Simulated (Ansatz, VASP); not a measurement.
## Two plane-wave programs on TiSi

INCAR

```
SYSTEM = TiSi
ALGO = Normal ; EDIFF = 1E-6
ENCUT = 520 ; GGA = PS
ISIF = 2 ; ISMEAR = 0
LASPH = .True. ; LCHARG = .False.
LREAL = .False. ; LWAVE = .False.
NBANDS = 15 ; NELM = 60
PREC = Accurate ; SIGMA = 0.15
```

File KPOINTS:

```
k-points
0
Gamma
  18 18 12
  0 0 0
```

POSCAR

```
TiSi
1.0
    1.7889353300     -2.0858596400      0.0000000000
    1.7889353300      2.0858596400      0.0000000000
    0.0000000000      0.0000000000      3.8039340000
Ti Si
1 1
Direct
    0.5000000000      0.5000000000      0.0000000000
    0.0000000000      0.0000000000      0.5000000000
```

Input for Ansatz:

```yaml
crystal:
  lattice:
    - [1.78893533, -2.08585964, 0.0]
    - [1.78893533, 2.08585964, 0.0]
    - [0.0, 0.0, 3.803934]
  atoms:
    - { symbol: Ti, position: [0.5, 0.5, 0.0] }
    - { symbol: Si, position: [0.0, 0.0, 0.5] }
basis:
  ecutwfc: 420
kpoints:
  mp_grid: { grid: [18, 18, 12] }
hamiltonian:
  xc: pbesol
scf:
  occupations: { method: gaussian, width: 0.15 }
output:
  forces: true
  stress: true
  eigenvalues: true
```

Change from the starting cell: strain -0.015 along x and y, +0.000 along z, atoms carried along.

Alike in both runs: task single point; functional PBEsol; k mesh 18 × 18 × 12; occupations gaussian, width 0.15 eV; no spin polarisation.

|  | VASP | Ansatz |
| --- | --- | --- |
| version | VASP 6.6.1 | Ansatz 0.2.0 |
| potentials or method | VASP PAW PBE potentials, release 64 (Ti_sv, Si), cutoff 520 eV | scalar-relativistic, plane waves, PAW |
| valence electrons in the cell | 16 | 16 |

|  | VASP | Ansatz | Ansatz less VASP |
| --- | --- | --- | --- |
| gap on the k mesh at the Fermi level (eV) | none | none | - |
| pressure (GPa) | -0.4 | -0.5 | -0.04 |
| traceless stress, the component that is largest in VASP (GPa) | 0.86 | 0.84 | -0.013 |

VASP's potentials were made for PBE, not for PBEsol. A gap of «none» marks a metal or a gap that the smearing closes. The functional is the same, so the differences come from potentials, cutoffs and numerics.
